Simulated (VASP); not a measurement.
Write the native input for VASP 6.6.1 that does the following.

```
Task                   : relaxation of cell and atoms
Functional             : PBEsol
Potentials or basis    : VASP PAW PBE potentials, release 64 (C)
Cutoff                 : 600 eV
k mesh                 : 8 × 8 × 8
Occupations            : fermi-dirac, width 0.1 eV
Spin                   : no spin polarisation
Target pressure        : -2 GPa
Dipole correction      : no
Further INCAR settings : ALGO = Normal; EDIFF = 1e-06; IBRION = 2; EDIFFG = -0.01; NSW = 80; ISIF = 3
```

The structure of C lies in POSCAR:

```
C
1.0
   -2.4217198500      2.4217198500      2.4217198500
    2.4217198500     -2.4217198500      2.4217198500
    2.4217198500      2.4217198500     -2.4217198500
C
8
Direct
    0.3253069600      0.0000000000      0.0000000000
    0.6746930400      0.6746930400      0.6746930400
    0.0000000000      0.3253069600      0.0000000000
    0.0000000000      0.0000000000      0.3253069600
    0.0000000000      0.6746930400      0.0000000000
    0.3253069600      0.3253069600      0.3253069600
    0.6746930400      0.0000000000      0.0000000000
    0.0000000000      0.0000000000      0.6746930400
```

The input as run:

INCAR

```
PREC = Accurate ; ENCUT = 600
EDIFF = 1E-6 ; ISMEAR = -1
SIGMA = 0.1 ; LREAL = False
LASPH = True ; NELM = 80
ALGO = Normal ; ISIF = 3
LWAVE = False ; LCHARG = False
GGA = PS ; IBRION = 2
NSW = 80 ; EDIFFG = -0.01
PSTRESS = -20.0
```

KPOINTS

```
Automatic mesh
0
Gamma
  8 8 8
```

Potentials or basis: VASP PAW PBE potentials, release 64 (C).

Run with:

```sh
$ cat potpaw_PBE.64/C/POTCAR > POTCAR
$ mpirun -np 1 vasp_std > vasp.out
```

It gave:

```json
{
  "Relaxed volume": "7.19 Å³/atom",
  "Relaxed cell": "a = 4.213 Å, b = 4.213 Å, c = 4.213 Å, α = 109.47°, β = 109.47°, γ = 109.47°",
  "Space group after relaxing (to 0.05 Å)": "Im-3m (No. 229)",
  "Energy change on relaxing (the enthalpy is what falls)": "-0.0 meV/atom",
  "Ionic steps": "5",
  "Pressure after relaxing": "-2.0 GPa",
  "Band gap on the k mesh": "3.00 eV, indirect (least direct gap 3.73 eV)"
}
```

Caveat: the cell is relaxed towards a set pressure, so the enthalpy falls and the energy may rise; the PAW data sets were made with another functional, which shifts forces and pressure a little.

Wall time 100 s on 1 thread of Intel(R) Xeon(R) Platinum 8259CL CPU @ 2.50GHz (Skylake/Cascade Lake), with other jobs on the host, peak memory 0.2 GiB.
